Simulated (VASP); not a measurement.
# W (Im-3m) in VASP: a series of runs

Aim: see how the results for W move with the level of theory and the settings. Levels: PBE+D4, PBEsol+D3(BJ). Tasks: single point.

Everything below comes from runs of VASP 6.6.1. Logs are shortened: lines on timing, memory, paths and dates and some standing lists are left out, and cuts for length are marked.

### Step 1. The cell of the first run

The structure is cubic, space group Im-3m (No. 229). Conventional cell: a = 3.165 Å, b = 3.165 Å, c = 3.165 Å, α = 90.00°, β = 90.00°, γ = 90.00°. W (site symmetry m-3m) has 14 W at 2.74 to 3.16 Å within 3.6 Å.

### Step 2. Single point, PBE+D4

Input file INCAR:

```
ALGO = Normal ; EDIFF = 1E-6
ENCUT = 520 ; GGA = PE
ISIF = 2 ; ISMEAR = -1
IVDW = 13 ; LASPH = T
LCHARG = F ; LREAL = F
LWAVE = F ; NBANDS = 13
NELM = 100 ; PREC = Accurate
SIGMA = 0.05
```

Input file KPOINTS:

```
k-points
0
Gamma
  12 12 12
```

Input file POSCAR:

```
W
1.0
   -1.5823450000      1.5823450000      1.5823450000
    1.5823450000     -1.5823450000      1.5823450000
    1.5823450000      1.5823450000     -1.5823450000
W
1
Direct
    0.0000000000      0.0000000000      0.0000000000
```

Potentials or basis: VASP PAW PBE potentials, release 64 (W_sv).

Command:

```sh
> cat potpaw_PBE.64/W_sv/POTCAR > POTCAR
> mpirun -np 1 vasp_std > vasp.out
```

OUTCAR:

```text
EDIFF = 1E-6
   ENCUT = 520
   GGA = PE
   ISIF = 2
   ISMEAR = -1
   IVDW = 13
   LASPH = T
   LREAL = F
   NELM = 100
   PREC = Accurate

 ion  position               nearest neighbor table
   1  0.000  0.000  0.000-

  LATTYP: Found a body centered cubic cell.
 ALAT       =     3.1646900000

  Lattice vectors:

 A1 = (  -1.5823450000,   1.5823450000,   1.5823450000)
 A2 = (   1.5823450000,  -1.5823450000,   1.5823450000)
 A3 = (   1.5823450000,   1.5823450000,  -1.5823450000)

Analysis of symmetry for initial positions (statically):
=====================================================================
 Subroutine PRICEL returns:
 Original cell was already a primitive cell.

 Routine SETGRP: Setting up the symmetry group for a
 body centered cubic supercell.

 Subroutine GETGRP returns: Found 48 space group operations
 (whereof 48 operations were pure point group operations)
 out of a pool of 48 trial point group operations.

The static configuration has the point symmetry O_h .

Analysis of symmetry for dynamics (positions and initial velocities):
=====================================================================
 Subroutine PRICEL returns:
 Original cell was already a primitive cell.

 Routine SETGRP: Setting up the symmetry group for a
 body centered cubic supercell.

 Subroutine GETGRP returns: Found 48 space group operations
 (whereof 48 operations were pure point group operations)
 out of a pool of 48 trial point group operations.

The dynamic configuration has the point symmetry O_h .

 Subroutine INISYM returns: Found 48 space group operations
 (whereof 48 operations are pure point group operations),
 and found     1 'primitive' translations

----------------------------------------------------------------------------------------

                                     Primitive cell

  volume of cell :      15.8476

  direct lattice vectors                    reciprocal lattice vectors
    -1.582345000  1.582345000  1.582345000     0.000000000  0.315986716  0.315986716
     1.582345000 -1.582345000  1.582345000     0.315986716  0.000000000  0.315986716
     1.582345000  1.582345000 -1.582345000     0.315986716  0.315986716  0.000000000

  length of vectors
     2.740701935  2.740701935  2.740701935     0.446872699  0.446872699  0.446872699

  position of ions in fractional coordinates (direct lattice)
     0.000000000  0.000000000  0.000000000

  ion indices of the primitive-cell ions
   primitive index   ion index
                 1           1

----------------------------------------------------------------------------------------

 KPOINTS: k-points

Automatic generation of k-mesh.
 Grid dimensions read from file:
 generate k-points for:   12   12   12

 Generating k-lattice:

  Cartesian coordinates                     Fractional coordinates (reciprocal lattice)
     0.000000000  0.026332226  0.026332226     0.083333333  0.000000000  0.000000000
     0.026332226  0.000000000  0.026332226     0.000000000  0.083333333  0.000000000
     0.026332226  0.026332226  0.000000000     0.000000000  0.000000000  0.083333333

  Length of vectors
     0.037239392  0.037239392  0.037239392

  Shift w.r.t. Gamma in fractional coordinates (k-lattice)
     0.000000000  0.000000000  0.000000000

 Subroutine IBZKPT returns following result:
 ===========================================

 Found     72 irreducible k-points:

 Following reciprocal coordinates:
            Coordinates               Weight
  0.000000  0.000000  0.000000      1.000000
  0.083333  0.000000  0.000000     12.000000
  0.166667  0.000000  0.000000     12.000000
  0.250000  0.000000  0.000000     12.000000
  0.333333  0.000000  0.000000     12.000000
  0.416667  0.000000  0.000000     12.000000
[... 16 lines left out ...]
  0.333333  0.083333  0.083333     24.000000
  0.416667  0.083333  0.083333     12.000000
 [... further k-points ...]
   k-points           NKPTS =     72   k-points in BZ     NKDIM =     72   number of bands    NBANDS=     13
   number of dos      NEDOS =    301   number of ions     NIONS =      1
   total plane-waves  NPLWV =   8000
   dimension x,y,z NGX =    20 NGY =   20 NGZ =   20
   dimension x,y,z NGXF=    40 NGYF=   40 NGZF=   40
   ions per type =               1
   NGX,Y,Z   is equivalent  to a cutoff of  12.13, 12.13, 12.13 a.u.
   NGXF,Y,Z  is equivalent  to a cutoff of  24.26, 24.26, 24.26 a.u.
 SYSTEM =  unknown system
   PREC   = accura    normal or accurate (medium, high low for compatibility)
   ISTART =      0    job   : 0-new  1-cont  2-samecut
   ICHARG =      2    charge: 1-file 2-atom 10-const
   ISPIN  =      1    spin polarized calculation?
   LNONCOLLINEAR =      F non collinear calculations
   LSORBIT =      F    spin-orbit coupling
   LASPH  =      T    aspherical Exc in radial PAW
   ENCUT  =  520.0 eV  38.22 Ry    6.18 a.u.   5.10  5.10  5.10*2*pi/ulx,y,z
   NELM   =    100;   NELMIN=  2; NELMDL= -5     # of ELM steps
   EDIFF  = 0.1E-05   stopping-criterion for ELM
   LREAL  =      F    real-space projection
   EDIFFG = 0.1E-04   stopping-criterion for IOM
   NSW    =      0    number of steps for IOM
   IBRION =     -1    ionic relax: 0-MD 1-quasi-New 2-CG
   NFREE  =      0    steps in history (QN), initial steepest desc. (CG)
   ISIF   =      2    stress and relaxation
   ISYM   =      2    0-nonsym 1-usesym 2-fastsym
   POTIM  = 0.5000    time-step for ionic-motion
   TEBEG  =    0.0;   TEEND  =   0.0 temperature during run
   PSTRESS=    0.0 pullay stress
   NELECT =      14.0000    total number of electrons
   NUPDOWN=      -1.0000    fix difference up-down
   EMIN   =  10.00;   EMAX   =-10.00  energy-range for DOS
   EFERMI =   0.00;   METHOD = LEGACY
   ISMEAR =    -1;   SIGMA  =   0.05  broadening in eV -4-tet -1-fermi 0-gaus
   EFERMI_NEDOS =   21; number of points for ismear=-14 and -15
   IALGO  =     38    algorithm
   IMIX   =      4    mixing-type and parameters
     AMIX     =   0.40;   BMIX     =  1.00
     AMIX_MAG =   1.60;   BMIX_MAG =  1.00
  volume/ion in A,a.u.               =      15.85       106.94
  Fermi-wavevector in a.u.,A,eV,Ry     =   1.570832  2.968442 33.572544  2.467512
  Thomas-Fermi vector in A             =   2.672506
   LORBIT       =      0    0 simple, 1 ext, 2 COOP (PROOUT), +10 PAW based schemes
   GGA     = PE    functional components
   LHFCALC =     F    Hartree Fock is set to
   AEXX    =    0.0000 exact exchange contribution
   IVDW    =    13    specifies the selected vdW correction
   LEPSILON=     F    determine dielectric tensor
   LRPA    =     F    only Hartree local field effects (RPA)
 non-spin polarized calculation
  energy-cutoff  :      520.00
  volume of cell :       15.85
 maximum number of plane-waves:       438
   NGX = 11   NGY = 11   NGZ = 11

 number of electron      14.0000004 magnetization

 Free energy of the ion-electron system (eV)
  ---------------------------------------------------
  ext. energy  EPLUGINS =         0.00000000
  ---------------------------------------------------
  free energy    TOTEN  =       -12.95072620 eV

  energy without entropy =      -12.94592287  energy(sigma->0) =      -12.94832454

 E-fermi :  11.3580     XC(G=0): -13.6429

 val. band max:       11.3234846611   @ k =  -0.2500   0.3333   0.1667
 cond. band min:      11.3736772715   @ k =  -0.1667   0.1667   0.0833
 fundamental gap:      0.0501926105
 Fermi energy:        11.3579637502

 k-point     1 :       0.0000    0.0000    0.0000
  band No.  band energies     occupation
      1     -62.7400      2.00000
      2     -26.3010      2.00000
      3     -26.3010      2.00000
      4     -26.3010      2.00000
      5       1.8089      2.00000
      6      10.2167      2.00000
      7      10.2167      2.00000
      8      10.2167      2.00000
      9      13.7081      0.00000
     10      13.7081      0.00000
     11      25.9653      0.00000
     12      25.9653      0.00000
     13      25.9653      0.00000

 k-point     2 :       0.0833    0.0000    0.0000
  band No.  band energies     occupation
      1     -62.7311      2.00000
      2     -26.3942      2.00000
      3     -26.3301      2.00000
      4     -26.3014      2.00000
      5       2.1425      2.00000
      6      10.0155      2.00000
      7      10.1641      2.00000
      8      10.5407      2.00000
      9      13.4056      0.00000
     10      13.7113      0.00000
     11      26.2421      0.00000
     12      26.5335      0.00000
     13      26.7617      0.00000

 k-point     3 :       0.1667    0.0000    0.0000
  band No.  band energies     occupation
      1     -62.7066      2.00000
      2     -26.6432      2.00000
      3     -26.4088      2.00000
      4     -26.3027      2.00000
      5       3.0545      2.00000
      6       9.5100      2.00000
      7       9.9084      2.00000
      8      11.4883      0.13730
      9      13.0082      0.00000
     10      13.7540      0.00000
     11      26.7079      0.00000
     12      28.1312      0.00000
     13      28.3050      0.00000

 k-point     4 :       0.2500    0.0000    0.0000
  band No.  band energies     occupation
      1     -62.6731      2.00000
      2     -26.9711      2.00000
      3     -26.5146      2.00000
      4     -26.3045      2.00000
      5       4.2256      2.00000
      6       8.9011      2.00000
      7       9.5902      2.00000
      8      12.9811      0.00000
      9      13.0816      0.00000
     10      13.8971      0.00000
     11      26.2075      0.00000
     12      27.9858      0.00000
     13      30.5254      0.00000

 k-point     5 :       0.3333    0.0000    0.0000
  band No.  band energies     occupation
      1     -62.6394      2.00000
      2     -27.2860      2.00000
      3     -26.6184      2.00000
      4     -26.3064      2.00000
      5       5.0300      2.00000
      6       8.3623      2.00000
      7       9.9708      2.00000
      8      13.4524      0.00000
      9      14.1565      0.00000
     10      14.8513      0.00000
     11      24.7302      0.00000
     12      25.6692      0.00000
     13      32.5911      0.00000
[... 257 lines left out ...]
 k-point    22 :       0.2500    0.0833    0.0833
  band No.  band energies     occupation
      1     -62.6332      2.00000
      2     -27.2943      2.00000
      3     -26.6269      2.00000
      4     -26.3859      2.00000
      5       5.6989      2.00000
      6       8.2252      2.00000
      7       9.1530      2.00000
      8      13.5998      0.00000
      9      14.2269      0.00000
     10      16.2268      0.00000
     11      25.1833      0.00000
     12      25.3938      0.00000
     13      29.1793      0.00000

 k-point    23 :       0.3333    0.0833    0.0833
  band No.  band energies     occupation
      1     -62.6113      2.00000
      2     -27.4499      2.00000
      3     -26.7377      2.00000
      4     -26.3924      2.00000
      5       5.8683      2.00000
      6       7.9343      2.00000
      7      10.3652      2.00000
      8      13.8281      0.00000
      9      14.5075      0.00000
     10      18.0532      0.00000
     11      22.5228      0.00000
     12      24.1294      0.00000
     13      28.0166      0.00000

 k-point    24 :       0.4167    0.0833    0.0833
  band No.  band energies     occupation
      1     -62.6033      2.00000
      2     -27.5047      2.00000
      3     -26.7793      2.00000
      4     -26.3948      2.00000
      5       5.8340      2.00000
      6       7.8357      2.00000
      7      11.1716      1.95301
      8      13.8499      0.00000
      9      14.6220      0.00000
     10      18.8745      0.00000
     11      21.3820      0.00000
     12      23.6587      0.00000
     13      27.4879      0.00000

 [... further k-points ...]

------------------------ aborting loop because EDIFF is reached ----------------------------------------

  DFT-D4 for vdW energy calculation

  Edisp (eV):   -0.72216

  FORCE on cell =-STRESS in cart. coord.  units (eV):
  Direction    XX          YY          ZZ          XY          YZ          ZX
  --------------------------------------------------------------------------------------
  -------------------------------------------------------------------------------------
  Total      -0.04187    -0.04187    -0.04187     0.00000     0.00000    -0.00000
  in kB      -4.23292    -4.23292    -4.23292     0.00000     0.00000    -0.00000
  external pressure =       -4.23 kB  Pullay stress =        0.00 kB

 VOLUME and BASIS-vectors are now :
 -----------------------------------------------------------------------------
  energy-cutoff  :      520.00
  volume of cell :       15.85
      direct lattice vectors                 reciprocal lattice vectors
    -1.582345000  1.582345000  1.582345000     0.000000000  0.315986716  0.315986716
     1.582345000 -1.582345000  1.582345000     0.315986716  0.000000000  0.315986716
     1.582345000  1.582345000 -1.582345000     0.315986716  0.315986716  0.000000000

 POSITION                                       TOTAL-FORCE (eV/Angst)
 -----------------------------------------------------------------------------------
      0.00000      0.00000      0.00000        -0.000000      0.000000      0.000000
 -----------------------------------------------------------------------------------
    total drift:                                0.000000     -0.000000      0.000000

  FREE ENERGIE OF THE ION-ELECTRON SYSTEM (eV)
  ---------------------------------------------------
  free  energy   TOTEN  =       -13.6728854148 eV

  energy  without entropy=      -13.6680820860  energy(sigma->0) =      -13.67048375
```

Run time: 14 s. Hardware: 1 thread of Intel Xeon Platinum 8259CL at 2.50GHz (Skylake/Cascade Lake), shared host; peak memory 0.13 GiB.

What came out:

- Free energy: -13.6729 eV
- Pressure: -0.4 GPa
- Band gap on the k mesh: zero (band 7 reaches 16.61 eV, above the bottom of band 8 at 10.22 eV)
- Dispersion energy per atom: -0.722 eV

Levels at points of the mesh, in eV from the Fermi level:
| k point | band 4 | band 5 | band 6 | band 7 | band 8 | band 9 | band 10 | band 11 |
| --- | --- | --- | --- | --- | --- | --- | --- | --- |
| (0.00, 0.00, 0.00) | -37.66 | -9.55 | -1.14 | -1.14 | -1.14 | 2.35 | 2.35 | 14.61 |
| (0.50, 0.00, 0.00) | -37.67 | -6.19 | -3.48 | 0.77 | 2.24 | 3.22 | 6.24 | 11.18 |
| (0.50, 0.50, 0.50) | -38.56 | -5.75 | -5.75 | 5.26 | 5.26 | 5.26 | 8.34 | 8.34 |

Caveat: spin-orbit coupling is left out, which moves the levels of the heavy elements; pairwise dispersion overbinds metals, which lowers pressure and volume.

(Part 1 of 2 ends here.)
